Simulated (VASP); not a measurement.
# SnTe in VASP: a series of runs, part 2 of 2

VASP 6.6.1.

## Step 3: Single point, PBE

This run uses another cell than the first one: it holds 4 atoms, not 2.

Input file INCAR:

```
SYSTEM = SnTe
ALGO = Normal ; EDIFF = 1E-6
ENCUT = 520 ; GGA = PE
ISIF = 2 ; ISMEAR = 0
LASPH = .True. ; LCHARG = .False.
LREAL = .False. ; LWAVE = .False.
NBANDS = 28 ; NELM = 60
PREC = Accurate ; SIGMA = 0.1
```

Input file KPOINTS:

```
k-points
0
Gamma
  4 4 2
  0 0 0
```

Input file POSCAR:

```
SnTe
1.0
    3.1703028317     -3.1699203352      0.0000000000
    3.1703028317      3.1699203352      0.0000000000
    0.0000000000      0.0000000000      6.9050447207
Sn Te
2 2
Direct
    0.7507195703      0.2492804297      0.9701614099
    0.2492804297      0.7507195703      0.4701614099
    0.2495427458      0.7504572542      0.9048385901
    0.7504572542      0.2495427458      0.4048385901
```

Potentials or basis: VASP PAW PBE potentials, release 64 (Sn_d, Te).

Run with:

```bash
$ cat potpaw_PBE.64/Sn_d/POTCAR potpaw_PBE.64/Te/POTCAR > POTCAR
$ mpirun -np 1 vasp_std > vasp.out
```

It took 44 s on 1 thread of Intel Xeon 6975P-C (Granite Rapids), shared host; peak memory 0.26 GiB.

Results (log left out):

| Property | Result |
| --- | --- |
| Free energy | -14.9469 eV |
| Pressure | -0.1 GPa |
| Largest force | 0.007 eV/Å |
| Band gap on the k mesh | 0.97 eV |

Forces on the atoms (eV/Å):
```
Sn   0.000  0.003 -0.006
Sn   0.000 -0.003 -0.006
Te   0.000 -0.003  0.006
Te   0.000  0.003  0.006
```

Levels at points of the mesh, in eV from the valence-band top:
```csv
k point,band 18,band 19,band 20,band 21,band 22,band 23
"(0.00, 0.00, 0.00)",-1.72,-1.72,-1.52,2.57,2.98,3.19
"(0.50, 0.00, 0.00)",-1.33,-0.01,0.00,1.30,1.31,1.32
"(0.50, 0.50, 0.00)",-3.31,-2.66,-2.66,2.04,2.04,4.11
"(0.00, 0.00, 0.50)",-2.38,-1.89,-1.89,2.20,2.20,3.65
"(0.50, 0.00, 0.50)",-1.26,-0.28,-0.28,0.97,0.97,1.06
"(0.50, 0.50, 0.50)",-4.09,-1.20,-1.20,1.50,1.50,4.00
```

Caveat: the k points lie up to 0.45 Å⁻¹ apart; spin-orbit coupling is left out, which moves the levels of the heavy elements.

## Step 4: Single point, PBE

This run uses another cell than the first one: it holds 4 atoms, not 2.

Input file INCAR:

```
PREC = Accurate
ENCUT = 520
EDIFF = 1E-6
ISMEAR = 0
SIGMA = 0.1
LREAL = False
LASPH = True
NELM = 100
ALGO = Normal
ISIF = 2
LWAVE = False
LCHARG = False
GGA = PE
NBANDS = 28
```

Input file KPOINTS:

```
regular mesh
0
Gamma
  4 4 4
```

Input file POSCAR:

```
SnTe
1.0
    0.0000000000     -4.5338339672      0.0000000000
    2.2669169836     -2.2669169836     -3.2172387285
    6.8007509507     -2.2669169836      3.2172387285
Sn Te
2 2
Direct
    0.3487337820      0.9537986540      0.3487337820
    0.8487337820      0.4537986540      0.8487337820
    0.0887662180      0.7337013460      0.0887662180
    0.5887662180      0.2337013460      0.5887662180
```

Run with:

```bash
$ cat potpaw_PBE.64/Sn_d/POTCAR potpaw_PBE.64/Te/POTCAR > POTCAR
$ mpirun -np 1 vasp_std > vasp.out
```

Wall time 85 s (1 thread of Intel Xeon 6975P-C (Granite Rapids), shared host); peak memory 0.3 GiB.

It converged, with:

```yaml
Free_energy: -15.1442 eV
Pressure: -0.1 GPa
Largest_force: 0.088 eV/Å
Band_gap_on_the_k_mesh: 0.31 eV
```

Forces in eV/Å, atoms in the order of the input:
```
Sn   0.023  0.000  0.085
Sn   0.023  0.000  0.085
Te  -0.023  0.000 -0.085
Te  -0.023  0.000 -0.085
```

Levels at points of the mesh, in eV from the valence-band top:
| k point | band 16 | band 17 | band 18 | band 19 | band 20 | band 21 | band 22 | band 23 | band 24 | band 25 |
| --- | --- | --- | --- | --- | --- | --- | --- | --- | --- | --- |
| (0.00, 0.00, 0.00) | -1.86 | -1.86 | -1.61 | -1.54 | 0.00 | 0.31 | 0.61 | 0.68 | 3.30 | 3.30 |
| (0.50, 0.00, 0.00) | -3.73 | -2.72 | -2.72 | -2.19 | -2.19 | 2.64 | 2.64 | 2.73 | 2.73 | 4.01 |
| (0.00, 0.50, 0.00) | -3.74 | -2.70 | -2.70 | -2.16 | -2.16 | 2.69 | 2.69 | 2.71 | 2.71 | 4.00 |
| (0.50, 0.50, 0.00) | -3.35 | -3.32 | -1.61 | -1.54 | 0.00 | 0.31 | 0.61 | 0.68 | 2.43 | 4.79 |
| (0.00, 0.00, 0.50) | -1.79 | -1.75 | -1.75 | -0.86 | -0.86 | 1.69 | 1.69 | 1.73 | 1.73 | 1.80 |
| (0.00, 0.50, 0.50) | -3.34 | -3.34 | -1.62 | -1.54 | -0.01 | 0.32 | 0.61 | 0.68 | 2.54 | 4.81 |

Caveat: semilocal functionals underestimate gaps, and a narrow one can read as zero; spin-orbit coupling is left out, which moves the levels of the heavy elements. A k mesh can miss the band edges.

## Step 5: Relaxation of cell and atoms, PBE

This run uses another cell than the first one, of 34.70 Å³/atom.

Input file INCAR:

```
SYSTEM = SnTe
  PREC = Accurate
  ENCUT = 600
  EDIFF = 1E-6
  ISMEAR = 0
  SIGMA = 0.1
  LREAL = .FALSE.
  LASPH = .TRUE.
  NELM = 60
  ALGO = Normal
  ISIF = 3
  LWAVE = .FALSE.
  LCHARG = .FALSE.
  GGA = PE
  IBRION = 2
  NSW = 90
  EDIFFG = -0.04
```

Input file KPOINTS:

```
Automatic mesh
0
G
  6 6 6
  0 0 0
```

Input file POSCAR:

```
SnTe
1.0
   -2.2416074019      2.2416074019      3.4525223604
    2.2416074019     -2.2416074019      3.4525223604
    2.2416074019      2.2416074019     -3.4525223604
Sn Te
1 1
Direct
    0.7201614099      0.7201614099      0.0000000000
    0.1548385901      0.1548385901      0.0000000000
```

Run with:

```bash
$ cat potpaw_PBE.64/Sn_d/POTCAR potpaw_PBE.64/Te/POTCAR > POTCAR
$ mpirun -np 1 vasp_std > vasp.out
```

Run time: 3.5 min. Hardware: 1 thread of Intel Xeon 6975P-C (Granite Rapids), shared host; peak memory 0.26 GiB.

The run converged. Its results:

```yaml
Free_energy: -7.5707 eV
Relaxed_volume: 33.41 Å³/atom
Relaxed_cell: a = 4.569 Å, b = 4.569 Å, c = 4.569 Å, α = 120.57°, β = 120.57°, γ = 89.01°
Space_group_after_relaxing_to_0.1_Å: I4mm (No. 107)
Energy_gained_by_relaxing: 22.5 meV/atom
Ionic_steps: 7
Pressure_after_relaxing: 0.0 GPa
Largest_force_after_relaxing: 0.039 eV/Å
Band_gap_on_the_k_mesh: 0.62 eV
```

Forces in eV/Å, atoms in the order of the input:
```
Sn   0.000  0.000 -0.039
Te   0.000  0.000  0.039
```

Stress tensor (GPa, compression positive):
```
 0.06  0.00  0.00
 0.00  0.06  0.00
 0.00  0.00 -0.17
```

The path:
```csv
step,energy change (eV),largest force (eV/Å),pressure (GPa),volume (Å³)
1,0.0000,0.0939,-0.10,69.39
2,-0.0136,0.2210,-0.15,69.16
3,-0.0160,0.3057,-0.12,69.00
4,-0.0258,0.2513,-0.19,68.59
5,-0.0407,0.1230,-0.19,67.34
6,-0.0434,0.0049,0.13,66.51
7,-0.0451,0.0392,-0.02,66.83
```

Final structure:
```
Sn Te
1.0
    -2.26443    2.26443    3.25828
     2.26443   -2.26443    3.25828
     2.26443    2.26443   -3.25828
Sn Te
1 1
Direct
  0.70592 0.70592 0.00000
  0.16908 0.16908 0.00000
```

Levels at points of the mesh, in eV from the valence-band top:
| k point | band 8 | band 9 | band 10 | band 11 | band 12 | band 13 |
| --- | --- | --- | --- | --- | --- | --- |
| (0.00, 0.00, 0.00) | -1.70 | -1.70 | -1.69 | 3.32 | 3.32 | 3.35 |
| (0.50, 0.00, 0.00) | -1.62 | -1.37 | 0.00 | 0.62 | 0.83 | 1.02 |
| (0.50, 0.50, 0.00) | -4.84 | -3.20 | -3.06 | 2.41 | 4.82 | 5.36 |
| (0.50, 0.50, 0.50) | -4.45 | -3.12 | -3.12 | 2.75 | 4.97 | 4.97 |

Caveat: semilocal functionals underestimate gaps, and a narrow one can read as zero; spin-orbit coupling is left out, which moves the levels of the heavy elements.

## Step 6: Single point, PBE

This run uses another cell than the first one, of 33.07 Å³/atom.

Input file INCAR:

```
PREC = Accurate
ENCUT = 520
EDIFF = 1E-6
ISMEAR = 0
SIGMA = 0.02
LREAL = False
LASPH = True
NELM = 60
ALGO = Normal
ISIF = 2
LWAVE = False
LCHARG = True
GGA = PE
LELF = True
LVHAR = True
NBANDS = 17
```

Input file KPOINTS:

```
regular mesh
0
Gamma
  12 12 12
```

Input file POSCAR:

```
SnTe
1.0
   -2.2669169836      2.2669169836      3.2172387285
    2.2669169836     -2.2669169836      3.2172387285
    2.2669169836      2.2669169836     -3.2172387285
Sn Te
1 1
Direct
    0.6974675640      0.6974675640      0.0000000000
    0.1775324360      0.1775324360      0.0000000000
```

Potentials or basis: VASP PAW PBE potentials, release 64 (Sn_d, Te).

Run with:

```bash
$ cat potpaw_PBE.64/Sn_d/POTCAR potpaw_PBE.64/Te/POTCAR > POTCAR
$ mpirun -np 1 vasp_std > vasp.out
```

It took 2.2 min on 1 thread of Intel Xeon 6975P-C (Granite Rapids), shared host; peak memory 0.33 GiB.

The run converged. Its results:

```
Free energy            : -7.5662 eV
Pressure               : -0.1 GPa
Largest force          : 0.004 eV/Å
Band gap on the k mesh : 0.33 eV
```

Forces in eV/Å, atoms in the order of the input:
```
Sn   0.000  0.000 -0.004
Te   0.000  0.000  0.004
```

Levels at points of the mesh, in eV from the valence-band top:
| k point | band 6 | band 7 | band 8 | band 9 | band 10 | band 11 | band 12 | band 13 | band 14 | band 15 |
| --- | --- | --- | --- | --- | --- | --- | --- | --- | --- | --- |
| (0.00, 0.00, 0.00) | -12.27 | -4.73 | -1.86 | -1.85 | -1.85 | 3.30 | 3.30 | 3.36 | 4.99 | 5.10 |
| (0.50, 0.00, 0.00) | -11.14 | -7.89 | -1.61 | -1.53 | 0.00 | 0.33 | 0.62 | 0.69 | 7.75 | 8.77 |
| (0.50, 0.50, 0.00) | -10.88 | -6.29 | -5.05 | -3.34 | -3.31 | 2.44 | 4.80 | 4.93 | 6.14 | 9.00 |
| (0.50, 0.50, 0.50) | -10.88 | -6.40 | -4.91 | -3.33 | -3.33 | 2.55 | 4.82 | 4.82 | 6.13 | 9.01 |

Caveat: semilocal functionals underestimate gaps, and a narrow one can read as zero; spin-orbit coupling is left out, which moves the levels of the heavy elements. A k mesh can miss the band edges.

## Step 7: The runs side by side

| task | cell | k mesh | cutoff (eV) | smearing | gap on the mesh (eV) | pressure (GPa) | largest force (eV/Å) |
| --- | --- | --- | --- | --- | --- | --- | --- |
| single point | a = 4.555 Å, angles 120.3, 120.3, 89.4°, 2 atoms, atomic positions A | 6 × 6 × 6 | 520 | gaussian 0.1 eV | 0.51 | 0.0 | 0.01 |
| single point | a = 4.483, b = 4.483, c = 6.905 Å, 4 atoms, atomic positions B | 4 × 4 × 2 | 520 | gaussian 0.1 eV | 0.97 | -0.1 | 0.01 |
| single point | a = 4.534, b = 4.542, c = 7.857 Å, angles 73.4, 73.2, 60.1°, 4 atoms, atomic positions C | 4 × 4 × 4 | 520 | gaussian 0.1 eV | 0.31 | -0.1 | 0.09 |
| relaxation of cell and atoms | relaxed from a = 4.687 Å, angles 122.9, 122.9, 85.1°, 2 atoms, atomic positions D | 6 × 6 × 6 | 600 | gaussian 0.1 eV | 0.62 | 0.0 | 0.04 |
| single point | a = 4.542 Å, angles 120.1, 120.1, 89.8°, 2 atoms, atomic positions E | 12 × 12 × 12 | 520 | gaussian 0.02 eV | 0.33 | -0.1 | - |

Alike in all rows: level PBE; potentials or basis VASP PAW PBE potentials, release 64 (Sn_d, Te); no spin polarisation.

Caveats: some runs use coarse meshes; spin-orbit coupling is left out, which moves the levels of the heavy elements; semilocal functionals underestimate gaps, and a narrow one can read as zero (at least some runs).

Total energies depend on the potentials used, so only differences within one code and one set of settings carry meaning.
